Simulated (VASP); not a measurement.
Runs of VASP 6.6.1 on Pd. The structure is that of space group Fm-3m (No. 225), or close to it. The cells are those of the table. 

| level | cell | k mesh | cutoff (eV) | grid for exact exchange (PRECFOCK) | screening parameter | gap on the mesh (eV) | pressure (GPa) |
| --- | --- | --- | --- | --- | --- | --- | --- |
| HSE06 | a = 2.767 Å, angles 60.0°, 1 atom | 6 × 6 × 6 | 520 | Normal | 0.2079 1/Å | none | -1.2 |
| HSE06 | a = 2.710 Å, angles 60.0°, 1 atom | 6 × 6 × 6 | 520 | Normal | 0.2079 1/Å | none | (a) |
| HSE06 | a = 2.739 Å, angles 60.0°, 1 atom | 6 × 6 × 6 | 520 | Normal | 0.2079 1/Å | none | 4.5 |
| PBE | a = 2.786 Å, angles 60.0°, 1 atom | 12 × 12 × 12 | 500 | - | - | none | 0.3 |
| PBE | a = 2.786 Å, angles 60.0°, 1 atom | 12 × 12 × 12 | 520 | - | - | none | 0.3 |

Alike in all rows: task single point; potentials or basis VASP PAW PBE potentials, release 64 (Pd); no spin polarisation; smearing fermi-dirac 0.1 eV.

Question: Estimate the missing entries.

Answer: (a) 11.4.

Caveats: some runs use coarse meshes; the PAW data sets were made with another functional, which shifts forces and pressure a little (some runs).

A k mesh can miss the band edges, and the runs leave out spin-orbit coupling on Pd.

A gap of «none» marks levels without a gap at the run's occupations.
